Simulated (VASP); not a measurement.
Here is a VASP 6.6.1 calculation.

File INCAR:

```
ALGO = Normal
EDIFF = 1E-8
ENCUT = 600
GGA = PS
IBRION = 6
ISIF = 3
ISMEAR = 0
LASPH = True
LCHARG = False
LREAL = False
LWAVE = False
NELM = 60
NFREE = 2
NSW = 1
POTIM = 0.015
PREC = Accurate
SIGMA = 0.05
```

File KPOINTS:

```
k-points
0
Gamma
  12 12 12
```

File POSCAR:

```
ZrC
1.0
    0.0000000000      2.3345844199      2.3345844199
    2.3345844199      0.0000000000      2.3345844199
    2.3345844199      2.3345844199      0.0000000000
Zr C
1 1
Direct
    0.5000000000      0.5000000000      0.5000000000
    0.0000000000      0.0000000000      0.0000000000
```

Potentials or basis: VASP PAW PBE potentials, release 64 (Zr_sv, C).

The run is started by

```sh
$ cat potpaw_PBE.64/Zr_sv/POTCAR potpaw_PBE.64/C/POTCAR > POTCAR
$ mpirun -np 1 vasp_std > vasp.out
```

Problem. Estimate the elastic constants C11, C12, C44.

Solution. 489, 110, 152 GPa.

Problem. What does it give for the Voigt bulk modulus?

Solution. 236 GPa.

Problem. Estimate the highest phonon frequency at Γ, LO-TO splitting left out.

Solution. 436 cm⁻¹.

Phonon frequencies in cm⁻¹ (negative: imaginary):
| q point | frequencies |
| --- | --- |
| (0.000, 0.000, 0.000) | 0 0 0 436 436 436 |

Caveat: the PAW data sets were made with another functional, which shifts forces and pressure a little.
